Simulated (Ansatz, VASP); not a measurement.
# Ta3F: VASP beside Ansatz

```
Ta F
1.0
     5.74702    0.00000    0.00000
    -2.87351    4.97707    0.00000
     0.00000    0.00000    4.78047
Ta F
6 2
Direct
  0.83767 0.67534 0.25000
  0.16233 0.83767 0.75000
  0.32466 0.16233 0.25000
  0.16233 0.32466 0.75000
  0.83767 0.16233 0.25000
  0.67534 0.83767 0.75000
  0.33333 0.66667 0.25000
  0.66667 0.33333 0.75000
```

Alike in both runs: functional PBE; k mesh 12 × 12 × 8; occupations gaussian, width 0.1 eV; no spin polarisation.

Ansatz relaxed the structure, and its values are those at the end. VASP's run is a single point on that final structure, the one shown.

|  | VASP | Ansatz |
| --- | --- | --- |
| version | VASP 6.6.1 | Ansatz 0.2.0 |
| potentials or method | VASP PAW PBE potentials, release 64 (Ta_pv, F), cutoff 520 eV | scalar-relativistic, plane waves, PAW |
| valence electrons in the cell | 80 | 92 |

```csv
,VASP,Ansatz,Ansatz less VASP
gap on the k mesh at the Fermi level (eV),none,none,-
pressure (GPa),-0.1,0.0,+0.06
```

A gap of «none» marks a metal or a gap that the smearing closes. VASP's potentials hold 80 valence electrons a cell and Ansatz's 92, so a difference there can come from the potentials and not from the codes.

Neither program's run includes spin-orbit coupling.
